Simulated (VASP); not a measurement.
Wanted: the native input for a VASP 6.6.1 run.

```yaml
Task: single point
Functional: PBE
Potentials_or_basis: VASP PAW PBE potentials, release 64 (Ga_d, Ge_d)
Cutoff: 520 eV
k_mesh: 6 × 6 × 6
Occupations: gaussian, width 0.1 eV
Spin: no spin polarisation
Dipole_correction: no
Further_INCAR_settings: ALGO = Normal; EDIFF = 1e-06; NBANDS = 36
```

The structure of GaGe3 lies in POSCAR:

```
GaGe3
1.0
   -2.0639914828      2.0639914828      4.6104744811
    2.0639914828     -2.0639914828      4.6104744811
    2.0639914828      2.0639914828     -4.6104744811
Ga Ge
1 3
Direct
    0.0000000000      0.0000000000      0.0000000000
    0.5000000000      0.5000000000      0.0000000000
    0.2500000000      0.7500000000      0.5000000000
    0.7500000000      0.2500000000      0.5000000000
```

These files were run (other wordings do the same):

INCAR

```
PREC     = Accurate       # precision mode
ENCUT    = 520            # plane-wave cutoff, eV
EDIFF    = 1E-6           # SCF threshold, eV
ISMEAR   = 0              # smearing method
SIGMA    = 0.1            # smearing width, eV
LREAL    = False          # projectors in reciprocal space
LASPH    = True           # aspherical terms in the spheres
NELM     = 60             # most SCF steps
ALGO     = Normal         # electronic algorithm
ISIF     = 2              # what is computed and relaxed
LWAVE    = False          # write WAVECAR
LCHARG   = True           # write CHGCAR
GGA      = PE             # functional
LELF     = True           # ELF
LVHAR    = True         
NBANDS   = 36             # bands
```

KPOINTS

```
Automatic mesh
0
Gamma
  6 6 6
```

Potentials or basis: VASP PAW PBE potentials, release 64 (Ga_d, Ge_d).

Launch:

```bash
$ cat potpaw_PBE.64/Ga_d/POTCAR potpaw_PBE.64/Ge_d/POTCAR > POTCAR
$ mpirun -np 1 vasp_std > vasp.out
```

It gave:

- Pressure: -0.5 GPa

Run time: 4.1 min on 1 thread of AMD EPYC 7R13 Processor (Zen 3), with other jobs on the host, peak memory 0.24 GiB.
